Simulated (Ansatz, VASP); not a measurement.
# MgO: VASP beside Ansatz

The input POSCAR:

```
MgO
1.0
    2.9803846610      0.0000000000      0.0000000000
   -1.4901923305      2.5810888295      0.0000000000
    0.0000000000      0.0000000000      5.1919721355
Mg O
2 2
Direct
    0.0000000000      0.0000000000      0.0000000000
    0.0000000000      0.0000000000      0.5000000000
    0.3333333333      0.6666666667      0.2500000000
    0.6666666667      0.3333333333      0.7500000000
```

INCAR.step1

```
SYSTEM = MgO
PREC = Accurate
ENCUT = 520
ISMEAR = 0
SIGMA = 0.01
LREAL = .False.
LASPH = .True.
NELM = 60
NBANDS = 16
GGA = PE
ALGO = Normal
EDIFF = 1E-4
LWAVE = .True.
LCHARG = .False.
```

Contents of INCAR.step2:

```
SYSTEM = MgO
PREC = Accurate
ENCUT = 520
EDIFF = 1E-7
ISMEAR = 0
SIGMA = 0.01
LREAL = .False.
LASPH = .True.
NELM = 60
ALGO = Normal
ISIF = 2
LWAVE = .False.
LCHARG = .False.
METAGGA = R2SCAN
LMIXTAU = .True.
NBANDS = 16
ISTART = 1
```

File KPOINTS:

```
regular mesh
0
Gamma
  9 9 4
  0 0 0
```

Input for Ansatz:

```yaml
crystal:
  lattice:
    - [2.980384661, 0.0, 0.0]
    - [-1.4901923305, 2.5810888295, 0.0]
    - [0.0, 0.0, 5.1919721355]
  atoms:
    - { symbol: Mg, position: [0.0, 0.0, 0.0] }
    - { symbol: Mg, position: [0.0, 0.0, 0.5] }
    - { symbol: O, position: [0.3333333333, 0.6666666667, 0.25] }
    - { symbol: O, position: [0.6666666667, 0.3333333333, 0.75] }
kpoints:
  mp_grid: { grid: [9, 9, 4] }
hamiltonian:
  xc: r2scan
scf:
  occupations: { method: fixed }
  n_extra_bands: 5
output:
  forces: true
  stress: true
  eigenvalues: true
```

Alike in both runs: task single point; functional r2SCAN; k mesh 9 × 9 × 4; no spin polarisation.

|  | VASP | Ansatz |
| --- | --- | --- |
| version | VASP 6.6.1 | Ansatz 0.2.0 |
| potentials or method | VASP PAW PBE potentials, release 64 (Mg, O) | plane waves, PAW |
| plane-wave cutoff (eV) | 520 | 500 |
| occupations | gaussian, width 0.01 eV | fixed |
| valence electrons in the cell | 16 | 32 |

Ansatz gave:

| Property | Result |
| --- | --- |
| gap on the k mesh at the Fermi level (eV) | 4.78 |
| pressure (GPa) | -8.4 |
| traceless stress, the component that is largest in VASP (GPa) | -0.52 |

Problem. What did VASP give for the same quantities?

Solution. gap on the k mesh at the Fermi level (eV): 4.76; pressure (GPa): -9.4; traceless stress, the component that is largest in VASP (GPa): -0.58.

VASP's potentials were made for PBE, not for r2SCAN. VASP's potentials hold 16 valence electrons a cell and Ansatz's 32, so a difference there can come from the potentials and not from the codes.
